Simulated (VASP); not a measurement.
Runs of VASP 6.6.1 on Fe. The structure is that of space group Fd-3m (No. 227), or close to it. The cells are those of the table. This isn't the form of Fe at room conditions, which is bcc.

```csv
cell,k mesh,gap on the mesh (eV),pressure (GPa)
"a = 3.304 Å, angles 60.0°, 2 atoms",13 × 13 × 13,none,(a)
"a = 3.401 Å, angles 60.0°, 2 atoms",13 × 13 × 13,none,5.7
"a = 3.448 Å, angles 60.0°, 2 atoms",13 × 13 × 13,none,-1.2
"a = 3.448 Å, angles 60.0°, 2 atoms",11 × 11 × 11,none,-1.2
"a = 3.353 Å, angles 60.0°, 2 atoms",13 × 13 × 13,none,14.2
```

Alike in all rows: task single point; level PBE; potentials or basis VASP PAW PBE potentials, release 64 (Fe_sv); no spin polarisation; cutoff (eV) 690; smearing fermi-dirac 0.1 eV.

**Question.** Fill in the values left out.

**Answer.** (a) 25.0.

Caveats: the run has no spin polarisation, though such a crystal can be magnetic; the cell stands under pressure (at least some runs).

A gap of «none» marks levels without a gap at the run's occupations.
